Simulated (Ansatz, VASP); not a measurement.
**TaN: VASP beside Ansatz**

File INCAR:

```
ALGO     = Normal         # electronic algorithm
EDIFF    = 1E-6           # SCF threshold, eV
ENCUT    = 1330           # plane-wave cutoff, eV
GGA_COMPAT= False        
ISIF     = 2              # what is computed and relaxed
ISMEAR   = -1             # smearing method
LASPH    = True           # aspherical terms in the spheres
LCHARG   = False          # write CHGCAR
LREAL    = False          # projectors in reciprocal space
LWAVE    = False          # write WAVECAR
NBANDS   = 16             # bands
NELM     = 120            # most SCF steps
PREC     = Accurate       # precision mode
SIGMA    = 0.05           # smearing width, eV
```

Contents of KPOINTS:

```
k-points
0
Gamma
  10 10 9
```

Contents of POSCAR:

```
TaN
1.0
    2.9182812851      0.0000000000      0.0000000000
   -1.4591406425      2.5273057282      0.0000000000
    0.0000000000      0.0000000000      2.8636504237
Ta N
1 1
Direct
    0.0000000000      0.0000000000      0.5000000000
    0.6666666667      0.3333333333      0.0000000000
```

input.yaml

```yaml
crystal:
  lattice:
    - [2.9182812851, 0.0, 0.0]
    - [-1.4591406425, 2.5273057282, 0.0]
    - [0.0, 0.0, 2.8636504237]
  atoms:
    - { symbol: Ta, position: [0.0, 0.0, 0.5] }
    - { symbol: "N", position: [0.6666666667, 0.3333333333, 0.0] }
hamiltonian:
  xc: lda
  pseudopotentials: { kind: paw }
kpoints:
  mp_grid: { grid: [10, 10, 9] }
scf:
  occupations: { method: fermi_dirac, width: 0.05 }
output:
  forces: true
  stress: true
  eigenvalues: true
  write_density: true
  write_potential: true
  elf: true
  volumetric_format: npy
```

Alike in both runs: task single point; functional LDA; k mesh 10 × 10 × 9; occupations fermi-dirac, width 0.05 eV; no spin polarisation.

```csv
,VASP,Ansatz
version,VASP 6.6.1,Ansatz 0.2.0
potentials or method,"VASP PAW LDA potentials, release 64 (Ta_sv_GW, N_h)",Ansatz PAW
plane-wave cutoff (eV),1330,420
valence electrons in the cell,18,18
```

```tsv
	VASP	Ansatz	Ansatz less VASP
gap on the k mesh at the Fermi level (eV)	none	none	-
pressure (GPa)	-3.4	-4.6	-1.18
traceless stress, the component that is largest in VASP (GPa)	-0.44	-0.52	-0.080
```

LDA's correlation is that of Perdew and Zunger in VASP and of Perdew and Wang (1992) in Ansatz. A gap of «none» marks a metal or a gap that the smearing closes.

Neither program's run includes spin-orbit coupling.
